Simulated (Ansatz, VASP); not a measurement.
# CdS in VASP and in Ansatz

```
CELL_PARAMETERS angstrom
4.10324 0.00000 0.00000
-2.05162 3.55351 0.00000
0.00000 0.00000 6.74124
ATOMIC_POSITIONS crystal
Cd 0.33333 0.66667 0.00039
Cd 0.66667 0.33333 0.50039
S 0.33333 0.66667 0.37461
S 0.66667 0.33333 0.87461
```

Change from the starting cell: film at in-plane strain -0.005.

Alike in both runs: task single point; functional PBEsol; k mesh 6 × 6 × 4; non-collinear spin, spin-orbit coupling.

```csv
,VASP,Ansatz
version,VASP 6.6.1,Ansatz 0.2.0
potentials or method,"VASP PAW PBE potentials, release 64 (Cd, S), cutoff 520 eV",all-electron LAPW
occupations,"gaussian, width 0.01 eV",fixed
```

Ansatz gave:

| Property | Result |
| --- | --- |
| pressure (GPa) | 0.3 |
| traceless stress, the component that is largest in VASP (GPa) | -0.32 |

Problem. Which values does VASP return?

Solution. Pressure (GPa): 0.7; traceless stress, the component that is largest in VASP (GPa): -0.32.

VASP's potentials were made for PBE, not for PBEsol. Ansatz ran all-electron here, and VASP with PAW potentials.
